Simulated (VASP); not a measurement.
Set up this calculation in VASP 6.6.1, as the native input.

* Task: relaxation of the atoms
* Functional: PBE
* Potentials or basis: VASP PAW PBE potentials, release 64 (Zr_sv, N)
* Cutoff: 520 eV
* k mesh: 18 × 18 × 18
* Occupations: fermi-dirac, width 0.05 eV
* Spin: no spin polarisation
* Dipole correction: no
* Further INCAR settings: ALGO = Normal; EDIFF = 1e-07; IBRION = 2; EDIFFG = -0.02; NSW = 80

The structure of ZrN lies in POSCAR:

```
ZrN
1.0
    0.0000000000      2.2842350000      2.3527620500
    2.2842350000      0.0000000000      2.3527620500
    2.2842350000      2.2842350000      0.0000000000
Zr N
1 1
Direct
    0.0000000000      0.0000000000      0.0000000000
    0.5000000000      0.5000000000      0.5000000000
```

This cell differs from its parent crystal: z stretched by +3 %.

These files were run (other wordings do the same):

INCAR

```
SYSTEM = ZrN
ALGO = Normal
EDIFF = 1E-7
EDIFFG = -0.02
ENCUT = 520
GGA = PE
GGA_COMPAT = .FALSE.
IBRION = 2
ISIF = 2
ISMEAR = -1
LASPH = .TRUE.
LCHARG = .FALSE.
LREAL = .FALSE.
LWAVE = .FALSE.
NELM = 120
NELMIN = 4
NSW = 80
PREC = Accurate
SIGMA = 0.05
```

KPOINTS

```
k-points
0
G
  18 18 18
  0 0 0
```

Potentials or basis: VASP PAW PBE potentials, release 64 (Zr_sv, N).

The run is started by

```sh
$ cat potpaw_PBE.64/Zr_sv/POTCAR potpaw_PBE.64/N/POTCAR > POTCAR
$ mpirun -np 1 vasp_std > vasp.out
```

Results of the run:

```yaml
Pressure_after_relaxing: -2.3 GPa
Band_gap_on_the_k_mesh: zero (an odd number of electrons rules out a gap without spin polarisation)
```

Caveat: the cell differs from its parent crystal (z stretched by +3 %).

Run time: 2.1 min on 1 thread of Oxide Virtual Turin-like Processor (shared host), peak memory 0.24 GiB.
